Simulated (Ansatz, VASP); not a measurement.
## TiO2 in VASP and in Ansatz

```
Ti O
1.0
    -1.83065    1.83065    5.31548
     1.83065   -1.83065    5.31548
     1.83065    1.83065   -5.31548
Ti O
2 4
Direct
  0.00000 0.00000 0.00000
  0.75000 0.25000 0.50000
  0.21034 0.21034 0.00000
  0.96034 0.46034 0.50000
  0.53966 0.03966 0.50000
  0.78966 0.78966 0.00000
```

Alike in both runs: task single point; functional PBE; k mesh 8 × 8 × 8; occupations gaussian, width 0.05 eV; no spin polarisation; Hubbard terms Ti d U = 4.0 eV.

|  | VASP | Ansatz |
| --- | --- | --- |
| version | VASP 6.6.1 | Ansatz 0.2.0 |
| potentials or method | VASP PAW PBE potentials, release 64 (Ti_sv, O), cutoff 520 eV | scalar-relativistic, plane waves, PAW |
| valence electrons in the cell | 48 | 48 |

```tsv
	VASP	Ansatz	Ansatz less VASP
gap on the k mesh at the Fermi level (eV)	2.65	2.54	-0.110
least direct gap on the mesh (eV)	3.05	3.00	-0.044
pressure (GPa)	9.0	4.5	-4.54
traceless stress, the component that is largest in VASP (GPa)	-20.65	-17.40	+3.249
rms of the force components (eV/Å)	0.704	0.693	-0.0107
```

The programs project onto different local orbitals, so the same U acts differently, and such runs can settle in different states. Atom by atom the forces differ by 0.011 eV/Å (rms over components).
